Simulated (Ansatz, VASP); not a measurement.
One calculation of Al, two programs

```xyz
5
Lattice="2.8520 0.0000 0.0000 -1.4260 2.4699 0.0000 0.0000 0.0000 11.5303" Properties=species:S:1:pos:R:3 pbc="T T T"
Al    0.0000    0.0000    0.0159
Al    0.0000    1.6466    2.3061
Al    1.4260    0.8233    4.5962
Al    0.0000    0.0000    6.9054
Al    1.4260    0.8233    9.2371
```

Alike in both runs: functional PBEsol; k mesh 18 × 18 × 4; occupations gaussian, width 0.1 eV; no spin polarisation.

Ansatz relaxed the structure, and its values are those at the end. VASP's run is a single point on that final structure, the one shown.

|  | VASP | Ansatz |
| --- | --- | --- |
| version | VASP 6.6.1 | Ansatz 0.2.0 |
| potentials or method | VASP PAW PBE potentials, release 64 (Al), cutoff 520 eV | scalar-relativistic, plane waves, PAW |
| valence electrons in the cell | 15 | 15 |

VASP gave:

```
gap on the k mesh at the Fermi level (eV) : none
pressure (GPa)                            : 0.1
```

Task: Which values does Ansatz return?

Result: gap on the k mesh at the Fermi level (eV): none; pressure (GPa): 0.0.

VASP's potentials were made for PBE, not for PBEsol. A gap of «none» marks a metal or a gap that the smearing closes. The functional is the same, so the differences come from potentials, cutoffs and numerics.
